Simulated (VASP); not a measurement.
# Sn (C2/c) in VASP: single point with revPBE

Aim: the single point of Sn with revPBE.

All numbers are computed with VASP 6.6.1; they aren't measurements. Logs are shortened: lines on timing, memory, paths and dates and some standing lists are left out, and cuts for length are marked.

### Step 1. The cell of the first run

It takes space group C2/c (No. 15, monoclinic). The conventional cell has a = 3.096 Å, b = 8.128 Å, c = 4.346 Å, α = 90.00°, β = 110.75°, γ = 90.00°. Within 3.9 Å of Sn (site symmetry 2) lie 10 Sn at 2.98 to 3.70 Å.

### Step 2. Single point, revPBE (25.57 Å³/atom)

Contents of INCAR:

```
SYSTEM = Sn
PREC = Accurate ; ENCUT = 520
EDIFF = 1E-6 ; ISMEAR = -1
SIGMA = 0.1 ; LREAL = .FALSE.
LASPH = .TRUE. ; NELM = 100
ALGO = Normal ; ISIF = 2
LWAVE = .FALSE. ; LCHARG = .FALSE.
GGA = RE ; NBANDS = 21
```

Contents of KPOINTS:

```
regular mesh
0
G
  18 18 12
  0 0 0
```

Contents of POSCAR:

```
Sn
1.0
   -2.8727000416      2.8748282665      1.5480617109
    2.8748282665     -2.8727000416      1.5480617109
    2.8729035209      2.8729035209     -1.5441605585
Sn
2
Direct
    0.0000421255      0.9999578745      1.0000000000
    0.7499578745      0.2500421255      0.5000000000
```

Potentials or basis: VASP PAW PBE potentials, release 64 (Sn_d).

The run is started by

```
$ cat potpaw_PBE.64/Sn_d/POTCAR > POTCAR
$ mpirun -np 1 vasp_std > vasp.out
```

OUTCAR:

```text
SYSTEM = Sn
   PREC = Accurate
   ENCUT = 520
   EDIFF = 1E-6
   ISMEAR = -1
   LREAL = .FALSE.
   LASPH = .TRUE.
   NELM = 100
   ISIF = 2
   GGA = RE

 ion  position               nearest neighbor table
   1  0.000  1.000  0.000-   2 2.98   2 2.98   2 2.98   2 2.98   2 3.69   2 3.69   2 3.70   2 3.70

   2  0.750  0.250  0.500-   1 2.98   1 2.98   1 2.98   1 2.98   1 3.69   1 3.69   1 3.70   1 3.70

  LATTYP: Found a base centered monoclinic cell.
 ALAT       =     3.0961248847
 B/A-ratio  =     2.6252921914
 C/A-ratio  =     1.4038337644
 COS(beta)  =    -0.3543609501

  Lattice vectors:

 A1 = (  -2.8727000416,   2.8748282665,   1.5480617109)
 A2 = (   2.8748282665,  -2.8727000416,   1.5480617109)
 A3 = (   2.8729035209,   2.8729035209,  -1.5441605585)

Analysis of symmetry for initial positions (statically):
=====================================================================
 Subroutine PRICEL returns:
 Original cell was already a primitive cell.

 Routine SETGRP: Setting up the symmetry group for a
 base centered monoclinic supercell.

 Subroutine GETGRP returns: Found  4 space group operations
 (whereof  2 operations were pure point group operations)
 out of a pool of  4 trial point group operations.

The static configuration has the point symmetry C_2 .
 The point group associated with its full space group is C_2h.

Analysis of symmetry for dynamics (positions and initial velocities):
=====================================================================
 Subroutine PRICEL returns:
 Original cell was already a primitive cell.

 Routine SETGRP: Setting up the symmetry group for a
 base centered monoclinic supercell.

 Subroutine GETGRP returns: Found  4 space group operations
 (whereof  2 operations were pure point group operations)
 out of a pool of  4 trial point group operations.

The dynamic configuration has the point symmetry C_2 .
 The point group associated with its full space group is C_2h.

 Subroutine INISYM returns: Found  4 space group operations
 (whereof  2 operations are pure point group operations),
 and found     1 'primitive' translations

----------------------------------------------------------------------------------------

                                     Primitive cell

  volume of cell :      51.1424

  direct lattice vectors                    reciprocal lattice vectors
    -2.872700042  2.874828266  1.548061711    -0.000225290  0.173762544  0.322865254
     2.874828266 -2.872700042  1.548061711     0.173762544 -0.000225290  0.322865254
     2.872903521  2.872903521 -1.544160559     0.173975678  0.173975678 -0.000239176

  length of vectors
     4.348969780  4.348969780  4.346444652     0.366654394  0.366654394  0.246038879

  position of ions in fractional coordinates (direct lattice)
     0.000042126  0.999957874  1.000000000
     0.749957874  0.250042126  0.500000000

  ion indices of the primitive-cell ions
   primitive index   ion index
                 1           1
                 2           2

----------------------------------------------------------------------------------------

 KPOINTS: regular mesh

Automatic generation of k-mesh.
 Grid dimensions read from file:
 generate k-points for:   18   18   12

 Generating k-lattice:

  Cartesian coordinates                     Fractional coordinates (reciprocal lattice)
    -0.000012516  0.009653475  0.017936959     0.055555556  0.000000000  0.000000000
     0.009653475 -0.000012516  0.017936959     0.000000000  0.055555556  0.000000000
     0.014497973  0.014497973 -0.000019931     0.000000000  0.000000000  0.083333333

  Length of vectors
     0.020369689  0.020369689  0.020503240

  Shift w.r.t. Gamma in fractional coordinates (k-lattice)
     0.000000000  0.000000000  0.000000000

 Subroutine IBZKPT returns following result:
 ===========================================

 Found   1037 irreducible k-points:

 Following reciprocal coordinates:
            Coordinates               Weight
  0.000000  0.000000  0.000000      1.000000
  0.055556 -0.000000  0.000000      4.000000
  0.111111 -0.000000  0.000000      4.000000
  0.166667 -0.000000  0.000000      4.000000
  0.222222  0.000000  0.000000      4.000000
  0.277778 -0.000000  0.000000      4.000000
[... 16 lines left out ...]
 -0.277778  0.055556 -0.000000      4.000000
 -0.222222  0.055556  0.000000      4.000000
 [... further k-points ...]
   k-points           NKPTS =   1037   k-points in BZ     NKDIM =   1037   number of bands    NBANDS=     21
   number of dos      NEDOS =    301   number of ions     NIONS =      2
   total plane-waves  NPLWV =  32768
   dimension x,y,z NGX =    32 NGY =   32 NGZ =   32
   dimension x,y,z NGXF=    64 NGYF=   64 NGZF=   64
   ions per type =               2
   NGX,Y,Z   is equivalent  to a cutoff of  12.23, 12.23, 12.24 a.u.
   NGXF,Y,Z  is equivalent  to a cutoff of  24.46, 24.46, 24.48 a.u.
 SYSTEM =  Sn
   PREC   = accura    normal or accurate (medium, high low for compatibility)
   ISTART =      0    job   : 0-new  1-cont  2-samecut
   ICHARG =      2    charge: 1-file 2-atom 10-const
   ISPIN  =      1    spin polarized calculation?
   LNONCOLLINEAR =      F non collinear calculations
   LSORBIT =      F    spin-orbit coupling
   LASPH  =      T    aspherical Exc in radial PAW
   ENCUT  =  520.0 eV  38.22 Ry    6.18 a.u.   8.09  8.09  8.08*2*pi/ulx,y,z
   NELM   =    100;   NELMIN=  2; NELMDL= -5     # of ELM steps
   EDIFF  = 0.1E-05   stopping-criterion for ELM
   LREAL  =      F    real-space projection
   EDIFFG = 0.1E-04   stopping-criterion for IOM
   NSW    =      0    number of steps for IOM
   IBRION =     -1    ionic relax: 0-MD 1-quasi-New 2-CG
   NFREE  =      0    steps in history (QN), initial steepest desc. (CG)
   ISIF   =      2    stress and relaxation
   ISYM   =      2    0-nonsym 1-usesym 2-fastsym
   POTIM  = 0.5000    time-step for ionic-motion
   TEBEG  =    0.0;   TEEND  =   0.0 temperature during run
   PSTRESS=    0.0 pullay stress
   NELECT =      28.0000    total number of electrons
   NUPDOWN=      -1.0000    fix difference up-down
   EMIN   =  10.00;   EMAX   =-10.00  energy-range for DOS
   EFERMI =   0.00;   METHOD = LEGACY
   ISMEAR =    -1;   SIGMA  =   0.10  broadening in eV -4-tet -1-fermi 0-gaus
   EFERMI_NEDOS =   21; number of points for ismear=-14 and -15
   IALGO  =     38    algorithm
   IMIX   =      4    mixing-type and parameters
     AMIX     =   0.40;   BMIX     =  1.00
     AMIX_MAG =   1.60;   BMIX_MAG =  1.00
  volume/ion in A,a.u.               =      25.57       172.56
  Fermi-wavevector in a.u.,A,eV,Ry     =   1.339267  2.530848 24.403907  1.793637
  Thomas-Fermi vector in A             =   2.467672
   LORBIT       =      0    0 simple, 1 ext, 2 COOP (PROOUT), +10 PAW based schemes
   GGA     = RE    functional components
   LHFCALC =     F    Hartree Fock is set to
   AEXX    =    0.0000 exact exchange contribution
   IVDW    =     0    specifies the selected vdW correction
   LEPSILON=     F    determine dielectric tensor
   LRPA    =     F    only Hartree local field effects (RPA)
 non-spin polarized calculation
  energy-cutoff  :      520.00
  volume of cell :       51.14
 maximum number of plane-waves:      1395
   NGX = 17   NGY = 17   NGZ = 17

 number of electron      28.0000017 magnetization

 Free energy of the ion-electron system (eV)
  ---------------------------------------------------
  ext. energy  EPLUGINS =         0.00000000
  ---------------------------------------------------
  free energy    TOTEN  =        -6.86028150 eV

  energy without entropy =       -6.83042082  energy(sigma->0) =       -6.84535116

 E-fermi :   8.8182     XC(G=0): -10.5313

 val. band max:        8.8142460497   @ k =  -0.1667  -0.1667   0.2500
 cond. band min:       8.8187022944   @ k =   0.4444   0.2778   0.0833
 fundamental gap:      0.0044562447
 Fermi energy:         8.8181793990

 k-point     1 :       0.0000    0.0000    0.0000
  band No.  band energies     occupation
      1     -12.9809      2.00000
      2     -12.8947      2.00000
      3     -12.8392      2.00000
      4     -12.8342      2.00000
      5     -12.6390      2.00000
      6     -12.6388      2.00000
[... 13 lines left out ...]
     20      18.8213      0.00000
     21      19.5596      0.00000

 k-point     2 :       0.0556   -0.0000    0.0000
  band No.  band energies     occupation
      1     -12.9787      2.00000
      2     -12.8867      2.00000
      3     -12.8364      2.00000
      4     -12.8246      2.00000
      5     -12.6455      2.00000
      6     -12.6449      2.00000
[... 13 lines left out ...]
     20      18.7965      0.00000
     21      19.1005      0.00000

 k-point     3 :       0.1111   -0.0000    0.0000
  band No.  band energies     occupation
      1     -12.9719      2.00000
      2     -12.8640      2.00000
      3     -12.8285      2.00000
      4     -12.7982      2.00000
      5     -12.6606      2.00000
      6     -12.6560      2.00000
[... 13 lines left out ...]
     20      17.9679      0.00000
     21      17.9710      0.00000

 k-point     4 :       0.1667   -0.0000    0.0000
  band No.  band energies     occupation
      1     -12.9605      2.00000
      2     -12.8312      2.00000
      3     -12.8163      2.00000
      4     -12.7634      2.00000
      5     -12.6806      2.00000
      6     -12.6635      2.00000
[... 13 lines left out ...]
     20      17.1241      0.00000
     21      17.3710      0.00000

 k-point     5 :       0.2222    0.0000    0.0000
  band No.  band energies     occupation
      1     -12.9461      2.00000
      2     -12.8017      2.00000
      3     -12.7974      2.00000
      4     -12.7379      2.00000
      5     -12.7022      2.00000
      6     -12.6594      2.00000
[... 13 lines left out ...]
     20      16.4381      0.00000
     21      17.4357      0.00000
[... 382 lines left out ...]
     20      16.1286      0.00000
     21      18.3967      0.00000

 k-point    22 :      -0.3333    0.0556    0.0000
  band No.  band energies     occupation
      1     -12.9201      2.00000
      2     -12.7829      2.00000
      3     -12.7773      2.00000
      4     -12.7543      2.00000
      5     -12.7138      2.00000
      6     -12.6721      2.00000
[... 13 lines left out ...]
     20      16.3162      0.00000
     21      17.7544      0.00000

 k-point    23 :      -0.2778    0.0556   -0.0000
  band No.  band energies     occupation
      1     -12.9352      2.00000
      2     -12.8022      2.00000
      3     -12.7926      2.00000
      4     -12.7524      2.00000
      5     -12.6983      2.00000
      6     -12.6593      2.00000
[... 13 lines left out ...]
     20      16.8180      0.00000
     21      17.3319      0.00000

 k-point    24 :      -0.2222    0.0556    0.0000
  band No.  band energies     occupation
      1     -12.9504      2.00000
      2     -12.8342      2.00000
      3     -12.8077      2.00000
      4     -12.7738      2.00000
      5     -12.6786      2.00000
      6     -12.6547      2.00000
[... 13 lines left out ...]
     20      17.2932      0.00000
     21      17.5302      0.00000

 [... further k-points ...]

------------------------ aborting loop because EDIFF is reached ----------------------------------------

  FORCE on cell =-STRESS in cart. coord.  units (eV):
  Direction    XX          YY          ZZ          XY          YZ          ZX
  --------------------------------------------------------------------------------------
  -------------------------------------------------------------------------------------
  Total        2.3780544      2.3780544      2.5121243     -0.0082526     -0.0068294     -0.0068294
  in kB       74.4991832     74.4991832     78.6992969     -0.2585359     -0.2139508     -0.2139486
  external PRESSURE =      75.8992211 kB  Pullay stress =       0.0000000 kB

 VOLUME and BASIS-vectors are now :
 -----------------------------------------------------------------------------
  energy-cutoff  :      520.00
  volume of cell :       51.14
      direct lattice vectors                 reciprocal lattice vectors
    -2.872700042  2.874828266  1.548061711    -0.000225290  0.173762544  0.322865254
     2.874828266 -2.872700042  1.548061711     0.173762544 -0.000225290  0.322865254
     2.872903521  2.872903521 -1.544160559     0.173975678  0.173975678 -0.000239176

 POSITION                                       TOTAL-FORCE (eV/Angst)
 -----------------------------------------------------------------------------------
      2.87459     -2.87246      1.54806         0.000148     -0.000148      0.000000
      0.00088      2.87416      0.77598        -0.000148      0.000148     -0.000000
 -----------------------------------------------------------------------------------
    total drift:                                0.000000      0.000000     -0.000000

  FREE ENERGIE OF THE ION-ELECTRON SYSTEM (eV)
  ---------------------------------------------------
  free  energy   TOTEN  =        -6.8602815047 eV

  energy  without entropy=       -6.8304208235  energy(sigma->0) =       -6.84535116
```

Run time: 9 min. Hardware: 1 thread of Oxide Virtual Turin-like, shared host; peak memory 0.84 GiB.

Results:

- Free energy: -6.8603 eV
- Pressure: 7.6 GPa
- Band gap on the k mesh: zero (bands 14 and 15 overlap by 4.63 eV)

Levels at points of the mesh, in eV from the Fermi level:
```
           k point  band 12  band 13  band 14  band 15  band 16  band 17
(0.00, 0.00, 0.00)    -3.54    -2.19    -2.19     2.81     6.45     6.45
(0.50, 0.00, 0.00)    -5.57    -2.25    -1.88    -1.20     2.19     3.02
(0.50, 0.50, 0.00)    -9.24     0.52     0.52     1.61     1.61     6.46
(0.00, 0.00, 0.50)    -9.24     0.52     0.52     1.61     1.61     6.48
(0.50, 0.00, 0.50)    -5.56    -2.26    -1.89    -1.21     2.18     2.98
(0.50, 0.50, 0.50)    -7.75    -5.18    -5.18     5.47     5.47     9.87
```

Caveat: the cell stands under pressure; the PAW data sets were made with another functional, which shifts forces and pressure a little; spin-orbit coupling is left out, which moves the levels of the heavy elements.
